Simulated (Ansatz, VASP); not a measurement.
# Two plane-wave programs on La2O3

```
CELL_PARAMETERS angstrom
3.93510 0.00000 0.00000
-1.96755 3.40790 0.00000
0.00000 0.00000 6.12623
ATOMIC_POSITIONS crystal
La 0.66667 0.33333 0.75384
La 0.33333 0.66667 0.24616
O 0.66667 0.33333 0.35389
O 0.33333 0.66667 0.64611
O 0.00000 0.00000 0.00000
```

Alike in both runs: task single point; functional PBE0; k mesh 6 × 6 × 2; no spin polarisation.

|  | VASP | Ansatz |
| --- | --- | --- |
| version | VASP 6.6.1 | Ansatz 0.2.0 |
| potentials or method | VASP PAW PBE potentials, release 64 (La, O) | plane waves, PAW |
| plane-wave cutoff (eV) | 520 | 420 |
| occupations | gaussian, width 0.01 eV | fixed |
| valence electrons in the cell | 40 | 40 |

Ansatz gave:

| Item | Value |
| --- | --- |
| gap on the k mesh at the Fermi level (eV) | 6.03 |
| pressure (GPa) | -1.1 |
| traceless stress, the component that is largest in VASP (GPa) | 0.56 |
| rms of the force components (eV/Å) | 0.065 |

Task: Which values does VASP return?

Result: gap on the k mesh at the Fermi level (eV): 6.04; pressure (GPa): -1.4; traceless stress, the component that is largest in VASP (GPa): 0.56; rms of the force components (eV/Å): 0.069.

Atom by atom the forces differ by 0.004 eV/Å (rms over components). Ansatz's warnings: stress exchange threshold loose, stress scf threshold loose.

The k mesh is coarse, so the values compare programs but aren't converged. Neither program's run includes spin-orbit coupling.
